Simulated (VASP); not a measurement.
# Si16B (a cell with a defect) in VASP: relaxation of the atoms with PBE

Aim: the relaxation of the atoms of Si16B (a cell with a defect) with PBE.

Program: VASP 6.6.1. These are calculated values, not measurements. Logs are shortened: lines on timing, memory, paths and dates and some standing lists are left out, and cuts for length are marked.

## 1. The cell of the first run

The cell holds a defect, 17 atoms: a = 7.679 Å, b = 7.679 Å, c = 7.679 Å, α = 60.00°, β = 60.00°, γ = 60.00°.

## 2. Relaxation of the atoms, PBE, collinear spin

Input file INCAR:

```
  PREC = Accurate
  ENCUT = 520
  EDIFF = 1E-6
  ISMEAR = 0
  SIGMA = 0.02
  LREAL = Auto
  LASPH = True
  NELM = 150
  ALGO = Normal
  ISIF = 2
  LWAVE = False
  LCHARG = False
  ISPIN = 2
  MAGMOM = 0 0 0 0 0 0 0 0 0 0 0 0 0 0 0 0 1
  LORBIT = 11
  GGA = PE
  IBRION = 2
  NSW = 80
  EDIFFG = -0.03
  KPAR = 2
```

Input file KPOINTS:

```
regular mesh
0
Gamma
  2 2 2
```

Input file POSCAR:

```
Si16B
1.0
    0.0000000000      5.4300000000      5.4300000000
    5.4300000000      0.0000000000      5.4300000000
    5.4300000000      5.4300000000      0.0000000000
Si B
16 1
Direct
    0.0000000000      0.0000000000      0.0000000000
    0.1250000000      0.1250000000      0.1250000000
    0.0000000000      0.0000000000      0.5000000000
    0.1250000000      0.1250000000      0.6250000000
    0.0000000000      0.5000000000      0.0000000000
    0.1250000000      0.6250000000      0.1250000000
    0.0000000000      0.5000000000      0.5000000000
    0.1250000000      0.6250000000      0.6250000000
    0.5000000000      0.0000000000      0.0000000000
    0.6250000000      0.1250000000      0.1250000000
    0.5000000000      0.0000000000      0.5000000000
    0.6250000000      0.1250000000      0.6250000000
    0.5000000000      0.5000000000      0.0000000000
    0.6250000000      0.6250000000      0.1250000000
    0.5000000000      0.5000000000      0.5000000000
    0.6250000000      0.6250000000      0.6250000000
    0.3693352000      0.3807124000      0.8758447000
```

Potentials or basis: VASP PAW PBE potentials, release 64 (Si, B).

Command:

```bash
> cat potpaw_PBE.64/Si/POTCAR potpaw_PBE.64/B/POTCAR > POTCAR
> mpirun -np 4 vasp_std > vasp.out
```

OUTCAR:

```text
PREC = Accurate
   ENCUT = 520
   EDIFF = 1E-6
   ISMEAR = 0
   LREAL = Auto
   LASPH = True
   NELM = 150
   ISIF = 2
   ISPIN = 2
   LORBIT = 11
   GGA = PE
   IBRION = 2
   NSW = 80
   EDIFFG = -0.03

 ion  position               nearest neighbor table
   1  0.000  0.000  0.000-   2 2.35   4 2.35   6 2.35  10 2.35
   2  0.125  0.125  0.125-   1 2.35   3 2.35   5 2.35   9 2.35
   3  0.000  0.000  0.500-   2 2.35   4 2.35   8 2.35  12 2.35
   4  0.125  0.125  0.625-   1 2.35   3 2.35   7 2.35  11 2.35
   5  0.000  0.500  0.000-  17 2.32   6 2.35   8 2.35  14 2.35   2 2.35
   6  0.125  0.625  0.125-   1 2.35   5 2.35   7 2.35  13 2.35
   7  0.000  0.500  0.500-   4 2.35   6 2.35   8 2.35  16 2.35
   8  0.125  0.625  0.625-   3 2.35   5 2.35   7 2.35  15 2.35
   9  0.500  0.000  0.000-   2 2.35  10 2.35  12 2.35  14 2.35  17 2.39
  10  0.625  0.125  0.125-   1 2.35   9 2.35  11 2.35  13 2.35
  11  0.500  0.000  0.500-   4 2.35  10 2.35  12 2.35  16 2.35
  12  0.625  0.125  0.625-   3 2.35   9 2.35  11 2.35  15 2.35
  13  0.500  0.500  0.000-  17 2.35  10 2.35  14 2.35  16 2.35   6 2.35
  14  0.625  0.625  0.125-   5 2.35   9 2.35  13 2.35  15 2.35
  15  0.500  0.500  0.500-   8 2.35  12 2.35  14 2.35  16 2.35  17 2.36
  16  0.625  0.625  0.625-   7 2.35  11 2.35  13 2.35  15 2.35
  17  0.369  0.381  0.876-   5 2.32  13 2.35  15 2.36   9 2.39

  LATTYP: Found a face centered cubic cell.
 ALAT       =    10.8600000000

  Lattice vectors:

 A1 = (   0.0000000000,   5.4300000000,   5.4300000000)
 A2 = (   5.4300000000,   0.0000000000,   5.4300000000)
 A3 = (   5.4300000000,   5.4300000000,   0.0000000000)

Analysis of symmetry for initial positions (statically):
=====================================================================
 Subroutine PRICEL returns:
 Original cell was already a primitive cell.

 Routine SETGRP: Setting up the symmetry group for a
 face centered cubic supercell.

 Subroutine GETGRP returns: Found  1 space group operations
 (whereof  1 operations were pure point group operations)
 out of a pool of 48 trial point group operations.

The static configuration has the point symmetry C_1 .

Analysis of symmetry for dynamics (positions and initial velocities):
=====================================================================
 Subroutine PRICEL returns:
 Original cell was already a primitive cell.

 Routine SETGRP: Setting up the symmetry group for a
 face centered cubic supercell.

 Subroutine GETGRP returns: Found  1 space group operations
 (whereof  1 operations were pure point group operations)
 out of a pool of 48 trial point group operations.

The dynamic configuration has the point symmetry C_1 .

Analysis of structural, dynamic, and magnetic symmetry:
=====================================================================
 Subroutine PRICEL returns:
 Original cell was already a primitive cell.

 Routine SETGRP: Setting up the symmetry group for a
 face centered cubic supercell.

 Subroutine GETGRP returns: Found  1 space group operations
 (whereof  1 operations were pure point group operations)
 out of a pool of 48 trial point group operations.

The overall configuration has the point symmetry C_1 .

 Subroutine INISYM returns: Found  1 space group operations
 (whereof  1 operations are pure point group operations),
 and found     1 'primitive' translations

----------------------------------------------------------------------------------------

                                     Primitive cell

  volume of cell :     320.2060

  direct lattice vectors                    reciprocal lattice vectors
     0.000000000  5.430000000  5.430000000    -0.092081031  0.092081031  0.092081031
     5.430000000  0.000000000  5.430000000     0.092081031 -0.092081031  0.092081031
     5.430000000  5.430000000  0.000000000     0.092081031  0.092081031 -0.092081031

  length of vectors
     7.679179644  7.679179644  7.679179644     0.159489025  0.159489025  0.159489025

  position of ions in fractional coordinates (direct lattice)
     0.000000000  0.000000000  0.000000000
     0.125000000  0.125000000  0.125000000
     0.000000000  0.000000000  0.500000000
     0.125000000  0.125000000  0.625000000
     0.000000000  0.500000000  0.000000000
     0.125000000  0.625000000  0.125000000
[... 9 lines left out ...]
     0.625000000  0.625000000  0.625000000
     0.369335200  0.380712400  0.875844700

  ion indices of the primitive-cell ions
   primitive index   ion index
                 1           1
                 2           2
                 3           3
                 4           4
                 5           5
                 6           6
[... 9 lines left out ...]
                16          16
                17          17

----------------------------------------------------------------------------------------

 KPOINTS: regular mesh

Automatic generation of k-mesh.
 Grid dimensions read from file:
 generate k-points for:    2    2    2

 Generating k-lattice:

  Cartesian coordinates                     Fractional coordinates (reciprocal lattice)
    -0.046040516  0.046040516  0.046040516     0.500000000  0.000000000  0.000000000
     0.046040516 -0.046040516  0.046040516     0.000000000  0.500000000  0.000000000
     0.046040516  0.046040516 -0.046040516     0.000000000  0.000000000  0.500000000

  Length of vectors
     0.079744512  0.079744512  0.079744512

  Shift w.r.t. Gamma in fractional coordinates (k-lattice)
     0.000000000  0.000000000  0.000000000

 Subroutine IBZKPT returns following result:
 ===========================================

 Found      8 irreducible k-points:

 Following reciprocal coordinates:
            Coordinates               Weight
  0.000000  0.000000  0.000000      1.000000
  0.500000  0.000000  0.000000      1.000000
  0.000000  0.500000  0.000000      1.000000
  0.000000  0.000000  0.500000      1.000000
  0.500000  0.500000  0.500000      1.000000
  0.500000  0.500000  0.000000      1.000000
  0.000000  0.500000  0.500000      1.000000
  0.500000  0.000000  0.500000      1.000000
   k-points           NKPTS =      8   k-points in BZ     NKDIM =      8   number of bands    NBANDS=     44
   number of dos      NEDOS =    301   number of ions     NIONS =     17
   total plane-waves  NPLWV = 216000
   dimension x,y,z NGX =    60 NGY =   60 NGZ =   60
   dimension x,y,z NGXF=   120 NGYF=  120 NGZF=  120
   ions per type =              16   1
   NGX,Y,Z   is equivalent  to a cutoff of  12.99, 12.99, 12.99 a.u.
   NGXF,Y,Z  is equivalent  to a cutoff of  25.98, 25.98, 25.98 a.u.
 SYSTEM =  unknown system
   PREC   = accura    normal or accurate (medium, high low for compatibility)
   ISTART =      0    job   : 0-new  1-cont  2-samecut
   ICHARG =      2    charge: 1-file 2-atom 10-const
   ISPIN  =      2    spin polarized calculation?
   LNONCOLLINEAR =      F non collinear calculations
   LSORBIT =      F    spin-orbit coupling
   LASPH  =      T    aspherical Exc in radial PAW
   ENCUT  =  520.0 eV  38.22 Ry    6.18 a.u.  14.28 14.28 14.28*2*pi/ulx,y,z
   NELM   =    150;   NELMIN=  2; NELMDL= -5     # of ELM steps
   EDIFF  = 0.1E-05   stopping-criterion for ELM
   LREAL  =      T    real-space projection
   EDIFFG = -.3E-01   stopping-criterion for IOM
   NSW    =     80    number of steps for IOM
   IBRION =      2    ionic relax: 0-MD 1-quasi-New 2-CG
   NFREE  =      1    steps in history (QN), initial steepest desc. (CG)
   ISIF   =      2    stress and relaxation
   ISYM   =      2    0-nonsym 1-usesym 2-fastsym
   POTIM  = 0.5000    time-step for ionic-motion
   TEBEG  =    0.0;   TEEND  =   0.0 temperature during run
   PSTRESS=    0.0 pullay stress
   NELECT =      67.0000    total number of electrons
   NUPDOWN=      -1.0000    fix difference up-down
   EMIN   =  10.00;   EMAX   =-10.00  energy-range for DOS
   EFERMI =   0.00;   METHOD = LEGACY
   ISMEAR =     0;   SIGMA  =   0.02  broadening in eV -4-tet -1-fermi 0-gaus
   EFERMI_NEDOS =   21; number of points for ismear=-14 and -15
   IALGO  =     38    algorithm
   IMIX   =      4    mixing-type and parameters
     AMIX     =   0.40;   BMIX     =  1.00
     AMIX_MAG =   1.60;   BMIX_MAG =  1.00
  volume/ion in A,a.u.               =      18.84       127.11
  Fermi-wavevector in a.u.,A,eV,Ry     =   0.971904  1.836632 12.852022  0.944597
  Thomas-Fermi vector in A             =   2.102159
   LORBIT       =     11    0 simple, 1 ext, 2 COOP (PROOUT), +10 PAW based schemes
   GGA     = PE    functional components
   LHFCALC =     F    Hartree Fock is set to
   AEXX    =    0.0000 exact exchange contribution
   IVDW    =     0    specifies the selected vdW correction
   LEPSILON=     F    determine dielectric tensor
   LRPA    =     F    only Hartree local field effects (RPA)
 conjugate gradient relaxation of ions
 spin polarized calculation
 Gauss-broadening in eV      SIGMA  =   0.02
  energy-cutoff  :      520.00
  volume of cell :      320.21
 maximum number of plane-waves:      8646
 NGX is ok and might be reduce to    60
   NGX = 29   NGY = 29   NGZ = 29

--------------------------------------- Ionic step        1  -------------------------------------------

 number of electron      67.0000004 magnetization      -0.0008471

 number of electron      67.0000004 magnetization       0.0000992

 Free energy of the ion-electron system (eV)
  ---------------------------------------------------
  ext. energy  EPLUGINS =         0.00000000
  ---------------------------------------------------
  free energy    TOTEN  =       -88.53545779 eV

  energy without entropy =      -88.53544240  energy(sigma->0) =      -88.53545009

------------------------ aborting loop because EDIFF is reached ----------------------------------------

  FORCE on cell =-STRESS in cart. coord.  units (eV):
  Direction    XX          YY          ZZ          XY          YZ          ZX
  --------------------------------------------------------------------------------------
  -------------------------------------------------------------------------------------
  Total        5.7758576      5.7761027      5.7755833     -0.0083267      0.0720999     -0.0530441
  in kB       28.8999824     28.9012088     28.8986096     -0.0416632      0.3607579     -0.2654108
  external PRESSURE =      28.8999336 kB  Pullay stress =       0.0000000 kB
[... 244 lines left out ...]
  energy  without entropy=      -88.6191081028  energy(sigma->0) =      -88.61910810

--------------------------------------- Ionic step        6  -------------------------------------------

 number of electron      67.0000001 magnetization      -0.0000000

 Free energy of the ion-electron system (eV)
  ---------------------------------------------------
  ext. energy  EPLUGINS =         0.00000000
  ---------------------------------------------------
  free energy    TOTEN  =       -88.61948825 eV

  energy without entropy =      -88.61948825  energy(sigma->0) =      -88.61948825

 E-fermi :   6.3203     XC(G=0):  -9.5682

 val. band max:        6.2235563523   @ k =   0.0000   0.5000   0.0000
 cond. band min:       6.4895992521   @ k =   0.0000   0.0000   0.0000
 fundamental gap:      0.2660428998
 Fermi energy:         6.3202718517

 spin component 1

 k-point     1 :       0.0000    0.0000    0.0000
  band No.  band energies     occupation
      1      -6.2746      1.00000
      2      -3.8639      1.00000
      3      -3.8214      1.00000
      4      -3.8162      1.00000
      5      -3.8010      1.00000
      6      -2.4402      1.00000
[... 365 lines left out ...]
     43       9.6536      0.00000
     44      10.0433      0.00000
 Fermi energy:         6.3202718517

 spin component 2

 k-point     1 :       0.0000    0.0000    0.0000
  band No.  band energies     occupation
      1      -6.2746      1.00000
      2      -3.8639      1.00000
      3      -3.8214      1.00000
      4      -3.8162      1.00000
      5      -3.8010      1.00000
      6      -2.4402      1.00000
[... 409 lines left out ...]
  FREE ENERGIE OF THE ION-ELECTRON SYSTEM (eV)
  ---------------------------------------------------
  free  energy   TOTEN  =       -88.6194882531 eV

  energy  without entropy=      -88.6194882531  energy(sigma->0) =      -88.61948825

 reached required accuracy - stopping structural energy minimisation

 total charge

# of ion       s       p       d       tot
------------------------------------------
    1        0.742   0.956   0.000   1.698
    2        0.757   0.933   0.000   1.690
    3        0.741   0.957   0.000   1.698
    4        0.741   0.956   0.000   1.696
    5        0.738   0.945   0.000   1.683
    6        0.757   0.931   0.000   1.688
[... 9 lines left out ...]
   16        0.757   0.933   0.000   1.690
   17        0.825   0.763   0.000   1.588
--------------------------------------------------
tot         12.807  15.813   0.000  28.620

 magnetization (x)

# of ion       s       p       d       tot
------------------------------------------
    1        0.000   0.000   0.000   0.000
    2       -0.000  -0.000   0.000  -0.000
    3        0.000  -0.000   0.000  -0.000
    4       -0.000  -0.000   0.000  -0.000
    5        0.000   0.000   0.000   0.000
    6        0.000   0.000   0.000   0.000
[... 9 lines left out ...]
   16        0.000   0.000   0.000   0.000
   17       -0.000  -0.000   0.000  -0.000
--------------------------------------------------
tot         -0.000  -0.000   0.000  -0.000
```

Wall time 4.5 min (4 MPI ranks of AMD EPYC 9R14 (Zen 4), shared host); peak memory 0.43 GiB.

Results:

```yaml
Free_energy: -88.6195 eV
Energy_gained_by_relaxing: 4.9 meV/atom
Ionic_steps: 6
Pressure_after_relaxing: 3.1 GPa
Largest_force_after_relaxing: 0.021 eV/Å
Net_moment: 0.00 μB per cell
Valence_electrons_inside_the_program's_atomic_spheres: Si 1.70, 1.69, 1.68, 1.67 (each value once); B 1.59
```

Forces in eV/Å, atoms in the order of the input:
```
Si  -0.001 -0.005  0.004
Si  -0.003  0.000  0.004
Si   0.006  0.002  0.004
Si  -0.003  0.002  0.000
Si   0.008 -0.006  0.000
Si  -0.015  0.004 -0.003
Si  -0.003  0.003 -0.003
Si  -0.005  0.012 -0.005
Si   0.016 -0.013  0.004
Si  -0.007  0.005  0.004
Si   0.007 -0.006 -0.003
Si  -0.009  0.005  0.002
Si   0.007 -0.012 -0.004
Si   0.006 -0.004  0.000
Si   0.017 -0.004 -0.004
Si  -0.009  0.008 -0.003
B   -0.013  0.010  0.003
```

Step by step:
```tsv
step	energy change (eV)	largest force (eV/Å)	pressure (GPa)
1	0.0000	0.6539	2.89
2	-0.0655	0.2534	3.03
3	-0.0793	0.1189	3.17
4	-0.0793	0.1206	3.16
5	-0.0837	0.0350	3.15
6	-0.0840	0.0212	3.15
```

Final structure:
```cif
data_structure
_symmetry_space_group_name_H-M 'P 1'
_symmetry_Int_Tables_number 1
_cell_length_a 7.6792
_cell_length_b 7.6792
_cell_length_c 7.6792
_cell_angle_alpha 60.000
_cell_angle_beta 60.000
_cell_angle_gamma 60.000
_cell_volume 320.21
loop_
_atom_site_label
_atom_site_type_symbol
_atom_site_fract_x
_atom_site_fract_y
_atom_site_fract_z
_atom_site_occupancy
Si1 Si 0.99939 0.99984 0.00120 1
Si2 Si 0.12297 0.12226 0.12741 1
Si3 Si 0.99934 0.99980 0.49960 1
Si4 Si 0.12524 0.12475 0.62497 1
Si5 Si 0.00802 0.49711 0.99738 1
Si6 Si 0.12266 0.62754 0.12741 1
Si7 Si 0.99952 0.50099 0.49978 1
Si8 Si 0.12274 0.62754 0.62236 1
Si9 Si 0.49722 0.00896 0.99687 1
Si10 Si 0.62723 0.12248 0.12738 1
Si11 Si 0.50147 0.99967 0.49946 1
Si12 Si 0.62723 0.12257 0.62287 1
Si13 Si 0.49752 0.49686 0.99712 1
Si14 Si 0.62418 0.62576 0.12515 1
Si15 Si 0.49742 0.49679 0.50865 1
Si16 Si 0.62726 0.62753 0.62256 1
B1 B 0.36992 0.38028 0.87570 1
```

Levels at points of the mesh, in eV from the Fermi level:
Spin up:
```tsv
k point	band 30	band 31	band 32	band 33	band 34	band 35	band 36	band 37
(0.00, 0.00, 0.00)	-1.49	-0.36	-0.35	-0.34	0.17	0.20	0.22	0.51
(0.50, 0.00, 0.00)	-1.21	-1.20	-1.03	-1.03	-0.16	1.04	1.07	1.25
(0.00, 0.50, 0.00)	-1.21	-1.19	-1.04	-1.04	-0.10	1.05	1.08	1.25
(0.00, 0.00, 0.50)	-1.21	-1.19	-1.04	-1.03	-0.12	1.03	1.09	1.25
(0.50, 0.50, 0.50)	-1.21	-1.20	-1.04	-1.03	-0.13	1.03	1.09	1.25
(0.50, 0.50, 0.00)	-1.70	-1.70	-1.60	-0.65	0.33	1.08	1.19	1.20
(0.00, 0.50, 0.50)	-1.71	-1.70	-1.60	-0.65	0.33	1.09	1.18	1.19
(0.50, 0.00, 0.50)	-1.71	-1.70	-1.60	-0.65	0.33	1.09	1.19	1.19
```
Spin down:
```tsv
k point	band 31	band 32	band 33	band 34	band 35	band 36
(0.00, 0.00, 0.00)	-0.36	-0.35	-0.34	0.17	0.20	0.22
(0.50, 0.00, 0.00)	-1.20	-1.03	-1.03	-0.16	1.04	1.07
(0.00, 0.50, 0.00)	-1.19	-1.04	-1.04	-0.10	1.05	1.08
(0.00, 0.00, 0.50)	-1.19	-1.04	-1.03	-0.12	1.03	1.09
(0.50, 0.50, 0.50)	-1.20	-1.04	-1.03	-0.13	1.03	1.09
(0.50, 0.50, 0.00)	-1.70	-1.60	-0.65	0.33	1.08	1.19
(0.00, 0.50, 0.50)	-1.70	-1.60	-0.65	0.33	1.09	1.18
(0.50, 0.00, 0.50)	-1.70	-1.60	-0.65	0.33	1.09	1.19
```

Caveat: the k points lie up to 0.50 Å⁻¹ apart.
